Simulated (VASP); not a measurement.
# B3H5 (Cmc2_1) in VASP: electric field gradients with r2SCAN

Aim: the electric field gradients of B3H5 with r2SCAN.

Everything below comes from runs of VASP 6.6.1. Logs are shortened: lines on timing, memory, paths and dates and some standing lists are left out, and cuts for length are marked.

## 1. The cell of the first run

The structure is orthorhombic, space group Cmc2_1 (No. 36). The conventional cell has a = 7.656 Å, b = 9.348 Å, c = 8.597 Å, α = 90.00°, β = 90.00°, γ = 90.00°. B (site symmetry m) has 3 H at 1.18 to 1.31 Å within 1.6 Å. Within 1.6 Å of B (site symmetry 1) lie 3 H at 1.18 to 1.37 Å. B (site symmetry 1) has 2 H at 1.19 to 1.33 Å within 1.6 Å. Within 1.6 Å of B (site symmetry m) lie 1 H at 1.19 Å. Within 1.8 Å of H (site symmetry 1) lie 2 B at 1.33 to 1.34 Å. H (site symmetry 1) has 2 B at 1.31 to 1.37 Å within 1.7 Å. Within 1.6 Å of H (site symmetry m) lie 1 B at 1.18 Å. H (site symmetry 1) has 1 B at 1.18 Å within 1.6 Å.

## 2. Electric field gradients, r2SCAN

File POSCAR:

```
B3H5
1.0
    3.8278145037     -4.6740872546      0.0000000000
    3.8278145037      4.6740872546      0.0000000000
    0.0000000000      0.0000000000      8.5966560600
B H
12 20
Direct
    0.3020413700      0.6979586300      0.1330806000
    0.6979586300      0.3020413700      0.6330806000
    0.3917480300      0.9763132100      0.2090096300
    0.6082519700      0.0236867900      0.7090096300
    0.0236867900      0.6082519700      0.2090096300
    0.9763132100      0.3917480300      0.7090096300
    0.1768818100      0.0370864700      0.3247428500
    0.8231181900      0.9629135300      0.8247428500
    0.9629135300      0.8231181900      0.3247428500
    0.0370864700      0.1768818100      0.8247428500
    0.2412204600      0.7587795400      0.3247780200
    0.7587795400      0.2412204600      0.8247780200
    0.2415398100      0.1080688700      0.1825081400
    0.7584601900      0.8919311300      0.6825081400
    0.8919311300      0.7584601900      0.1825081400
    0.1080688700      0.2415398100      0.6825081400
    0.3570928300      0.8913708000      0.0612524800
    0.6429071700      0.1086292000      0.5612524800
    0.1086292000      0.6429071700      0.0612524800
    0.8913708000      0.3570928300      0.5612524800
    0.4213811900      0.5786188100      0.0874152000
    0.5786188100      0.4213811900      0.5874152000
    0.5823446200      0.0725658300      0.2070726000
    0.4176553800      0.9274341700      0.7070726000
    0.6784235800      0.3215764200      0.9314867400
    0.3215764200      0.6784235800      0.4314867400
    0.1874302300      0.2343862500      0.9139330200
    0.8125697700      0.7656137500      0.4139330200
    0.7656137500      0.8125697700      0.9139330200
    0.2343862500      0.1874302300      0.4139330200
    0.0725658300      0.5823446200      0.7070726000
    0.9274341700      0.4176553800      0.2070726000
```

File INCAR.step1:

```
SYSTEM = B3H5
ALGO     = Normal         ! electronic algorithm
EDIFF    = 1E-4           ! SCF threshold, eV
ENCUT    = 520            ! plane-wave cutoff, eV
GGA      = PE             ! functional
ISMEAR   = -1             ! smearing method
LASPH    = .True.         ! aspherical terms in the spheres
LCHARG   = .False.        ! write CHGCAR
LREAL    = Auto         
LWAVE    = .True.         ! write WAVECAR
NBANDS   = 50             ! bands
NELM     = 100            ! most SCF steps
PREC     = Accurate       ! precision mode
SIGMA    = 0.05           ! smearing width, eV
```

File INCAR.step2:

```
SYSTEM = B3H5
ALGO     = Normal         ! electronic algorithm
EDIFF    = 1E-8           ! SCF threshold, eV
ENCUT    = 520            ! plane-wave cutoff, eV
ISIF     = 2              ! what is computed and relaxed
ISMEAR   = -1             ! smearing method
ISTART   = 1            
LASPH    = .True.         ! aspherical terms in the spheres
LCHARG   = .False.        ! write CHGCAR
LEFG     = .True.       
LMIXTAU  = .True.       
LREAL    = Auto         
LWAVE    = .False.        ! write WAVECAR
METAGGA  = R2SCAN         ! meta-GGA
NBANDS   = 50             ! bands
NELM     = 100            ! most SCF steps
PREC     = Accurate       ! precision mode
SIGMA    = 0.05           ! smearing width, eV
```

File KPOINTS:

```
k-points
0
Gamma
  6 6 4
  0 0 0
```

Potentials or basis: VASP PAW PBE potentials, release 64 (B, H).

Command:

```sh
cat potpaw_PBE.64/B/POTCAR potpaw_PBE.64/H/POTCAR > POTCAR
cp INCAR.step1 INCAR
mpirun -np 1 vasp_std > vasp.out
cp INCAR.step2 INCAR
mpirun -np 1 vasp_std > vasp.out
```

OUTCAR:

```text
SYSTEM = B3H5
   EDIFF = 1E-8
   ENCUT = 520
   ISIF = 2
   ISMEAR = -1
   ISTART = 1
   LASPH = .True.
   LREAL = Auto
   METAGGA = R2SCAN
   NELM = 100
   PREC = Accurate

 ion  position               nearest neighbor table
   1  0.302  0.698  0.133-  21 1.18  19 1.31  17 1.31  11 1.74   3 1.79   5 1.79
   2  0.698  0.302  0.633-  22 1.18  20 1.31  18 1.31  12 1.74   4 1.79   6 1.79
   3  0.392  0.976  0.209-  23 1.18  13 1.34  17 1.37   7 1.73  11 1.75   1 1.79
   4  0.608  0.024  0.709-  24 1.18  14 1.34  18 1.37   8 1.73  12 1.75   2 1.79
   5  0.024  0.608  0.209-  32 1.18  15 1.34  19 1.37   9 1.73  11 1.75   1 1.79
   6  0.976  0.392  0.709-  31 1.18  16 1.34  20 1.37  10 1.73  12 1.75   2 1.79
   7  0.177  0.037  0.325-  30 1.19  13 1.33   9 1.64   3 1.73  11 1.80
   8  0.823  0.963  0.825-  29 1.19  14 1.33  10 1.64   4 1.73  12 1.80
   9  0.963  0.823  0.325-  28 1.19  15 1.33   7 1.64   5 1.73  11 1.80
  10  0.037  0.177  0.825-  27 1.19  16 1.33   8 1.64   6 1.73  12 1.80
  11  0.241  0.759  0.325-  26 1.19   1 1.74   5 1.75   3 1.75   9 1.80   7 1.80
  12  0.759  0.241  0.825-  25 1.19   2 1.74   6 1.75   4 1.75  10 1.80   8 1.80
  13  0.242  0.108  0.183-   7 1.33   3 1.34
  14  0.758  0.892  0.683-   8 1.33   4 1.34
  15  0.892  0.758  0.183-   9 1.33   5 1.34
  16  0.108  0.242  0.683-  10 1.33   6 1.34
  17  0.357  0.891  0.061-   1 1.31   3 1.37
  18  0.643  0.109  0.561-   2 1.31   4 1.37
  19  0.109  0.643  0.061-   1 1.31   5 1.37
  20  0.891  0.357  0.561-   2 1.31   6 1.37
  21  0.421  0.579  0.087-   1 1.18
  22  0.579  0.421  0.587-   2 1.18
  23  0.582  0.073  0.207-   3 1.18
  24  0.418  0.927  0.707-   4 1.18
  25  0.678  0.322  0.931-  12 1.19
  26  0.322  0.678  0.431-  11 1.19
  27  0.187  0.234  0.914-  10 1.19
  28  0.813  0.766  0.414-   9 1.19
  29  0.766  0.813  0.914-   8 1.19
  30  0.234  0.187  0.414-   7 1.19
  31  0.073  0.582  0.707-   6 1.18
  32  0.927  0.418  0.207-   5 1.18

  LATTYP: Found a base centered orthorhombic cell.
 ALAT       =     7.6556290074
 B/A-ratio  =     1.2210850996
 C/A-ratio  =     1.1229196258

  Lattice vectors:

 A1 = (   3.8278145037,  -4.6740872546,   0.0000000000)
 A2 = (   3.8278145037,   4.6740872546,   0.0000000000)
[... 1279 lines left out ...]
 [bands above 40 left out]

------------------------ aborting loop because EDIFF is reached ----------------------------------------

  FORCE on cell =-STRESS in cart. coord.  units (eV):
  Direction    XX          YY          ZZ          XY          YZ          ZX
  --------------------------------------------------------------------------------------
  -------------------------------------------------------------------------------------
  Total       -0.1328754     -0.2857394     -0.2833822      0.0000000      0.0000000      0.0000000
  in kB       -0.6920668     -1.4882415     -1.4759647      0.0000000      0.0000000      0.0000000
  external PRESSURE =      -1.2187577 kB  Pullay stress =       0.0000000 kB

 VOLUME and BASIS-vectors are now :
 -----------------------------------------------------------------------------
  energy-cutoff  :      520.00
  volume of cell :      307.61
      direct lattice vectors                 reciprocal lattice vectors
     3.827814504 -4.674087255  0.000000000     0.130622840 -0.106972757  0.000000000
     3.827814504  4.674087255  0.000000000     0.130622840  0.106972757  0.000000000
     0.000000000  0.000000000  8.596656060     0.000000000  0.000000000  0.116324300

 POSITION                                       TOTAL-FORCE (eV/Angst)
 -----------------------------------------------------------------------------------
      3.82781      1.85055      1.14405         0.000000      0.015597      0.004287
      3.82781     -1.85055      5.44238         0.000000     -0.015597      0.004287
      5.23668      2.73231      1.79678        -0.009348      0.007044     -0.008074
      2.41894     -2.73231      6.09511         0.009348     -0.007044     -0.008074
      2.41894      2.73231      1.79678         0.009348      0.007044     -0.008074
      5.23668     -2.73231      6.09511        -0.009348     -0.007044     -0.008074
[... 24 lines left out ...]
      2.50688      2.38275      6.07846         0.007810      0.003215      0.002839
      5.14875     -2.38275      1.78013        -0.007810     -0.003215      0.002839
 -----------------------------------------------------------------------------------
    total drift:                               -0.000000      0.000000     -0.011936

  FREE ENERGIE OF THE ION-ELECTRON SYSTEM (eV)
  ---------------------------------------------------
  free  energy   TOTEN  =      -158.5275192756 eV

  energy  without entropy=     -158.5275192756  energy(sigma->0) =     -158.52751928

 Electric field gradients (V/A^2)
---------------------------------------------------------------------
 ion       V_xx      V_yy      V_zz      V_xy      V_xz      V_yz
---------------------------------------------------------------------
   1      13.523   -11.686    -1.837    -0.000     0.000   -13.582
   2      13.523   -11.686    -1.837    -0.000    -0.000    13.582
   3     -19.707     8.888    10.819    10.235     9.030    -5.683
   4     -19.707     8.888    10.819    10.235    -9.030     5.683
   5     -19.707     8.888    10.819   -10.235    -9.030    -5.683
   6     -19.707     8.888    10.819   -10.235     9.030     5.683
[... 24 lines left out ...]
  31      16.119    -5.851   -10.268    10.396    -0.253    -0.232
  32      16.119    -5.851   -10.268    10.396     0.253     0.232
---------------------------------------------------------------------

 Electric field gradients after diagonalization (V/A^2)
 (convention: |V_zz| > |V_xx| > |V_yy|)
----------------------------------------------------------------------
 ion       V_xx      V_yy      V_zz     asymmetry (V_yy - V_xx)/ V_zz
----------------------------------------------------------------------
   1      13.523     7.686   -21.209       0.275
   2      13.523     7.686   -21.209       0.275
   3      15.623    10.292   -25.915       0.206
   4      15.623    10.292   -25.915       0.206
   5      15.623    10.292   -25.915       0.206
   6      15.623    10.292   -25.915       0.206
[... 24 lines left out ...]
  31     -10.316    -9.945    20.262       0.018
  32     -10.316    -9.945    20.262       0.018
----------------------------------------------------------------------

           NMR quadrupolar parameters

 Cq : quadrupolar parameter    Cq=e*Q*V_zz/h
 eta: asymmetry parameters     (V_yy - V_xx)/ V_zz
 Q  : nuclear electric quadrupole moment in mb (millibarn)
----------------------------------------------------------------------
 ion       Cq(MHz)       eta       Q (mb)
----------------------------------------------------------------------
   1      -0.051       0.275       1.000
   2      -0.051       0.275       1.000
   3      -0.063       0.206       1.000
   4      -0.063       0.206       1.000
   5      -0.063       0.206       1.000
   6      -0.063       0.206       1.000
[... 24 lines left out ...]
  31       0.049       0.018       1.000
  32       0.049       0.018       1.000
----------------------------------------------------------------------
```

Run time: 74 min. Hardware: 1 thread of Intel Xeon Platinum 8375C at 2.90GHz (Ice Lake), shared host; peak memory 0.64 GiB.

Results:

- Free energy: -158.5275 eV
- Pressure: -0.1 GPa
- Largest force: 0.022 eV/Å
- Band gap on the k mesh: 4.17 eV, direct

Forces in eV/Å, atoms in the order of the input:
```
B    0.000  0.016  0.004
B    0.000 -0.016  0.004
B   -0.009  0.007 -0.008
B    0.009 -0.007 -0.008
B    0.009  0.007 -0.008
B   -0.009 -0.007 -0.008
B    0.003 -0.002 -0.016
B   -0.003  0.002 -0.016
B   -0.003 -0.002 -0.016
B    0.003  0.002 -0.016
B    0.000  0.000 -0.013
B    0.000  0.000 -0.013
H    0.008 -0.013 -0.002
H   -0.008  0.013 -0.002
H   -0.008 -0.013 -0.002
H    0.008  0.013 -0.002
H   -0.009  0.009  0.005
H    0.009 -0.009  0.005
H    0.009  0.009  0.005
H   -0.009 -0.009  0.005
H    0.000 -0.011 -0.009
H    0.000  0.011 -0.009
H    0.008 -0.003  0.003
H   -0.008  0.003  0.003
H    0.000  0.017  0.014
H    0.000 -0.017  0.014
H    0.006 -0.004  0.020
H   -0.006  0.004  0.020
H   -0.006 -0.004  0.020
H    0.006  0.004  0.020
H    0.008  0.003  0.003
H   -0.008 -0.003  0.003
```

Electric field gradients, principal values (V/Å²):
```csv
atom,least,middle,greatest (by size)
1 B,7.686,13.523,-21.209
2 B,7.686,13.523,-21.209
3 B,10.292,15.623,-25.915
4 B,10.292,15.623,-25.915
5 B,10.292,15.623,-25.915
6 B,10.292,15.623,-25.915
7 B,-0.576,-26.655,27.231
8 B,-0.576,-26.655,27.231
9 B,-0.576,-26.655,27.231
10 B,-0.576,-26.655,27.231
11 B,5.945,6.569,-12.514
12 B,5.945,6.569,-12.514
13 H,4.501,6.643,-11.144
14 H,4.501,6.643,-11.144
15 H,4.501,6.643,-11.144
16 H,4.501,6.643,-11.144
17 H,2.792,7.937,-10.729
18 H,2.792,7.937,-10.729
19 H,2.792,7.937,-10.729
20 H,2.792,7.937,-10.729
21 H,-9.715,-10.725,20.439
22 H,-9.715,-10.725,20.439
23 H,-9.945,-10.316,20.262
24 H,-9.945,-10.316,20.262
25 H,-10.147,-10.460,20.607
26 H,-10.147,-10.460,20.607
27 H,-9.651,-10.899,20.550
28 H,-9.651,-10.899,20.550
29 H,-9.651,-10.899,20.550
30 H,-9.651,-10.899,20.550
31 H,-9.945,-10.316,20.262
32 H,-9.945,-10.316,20.262
```

Caveat: without QUAD_EFG the Cq values of the log hold for a quadrupole moment of 1 mb, not for the nuclei; the PAW data sets were made with another functional, which shifts forces and pressure a little. r2SCAN opens gaps a little over a GGA but as a rule still falls short of measured ones.
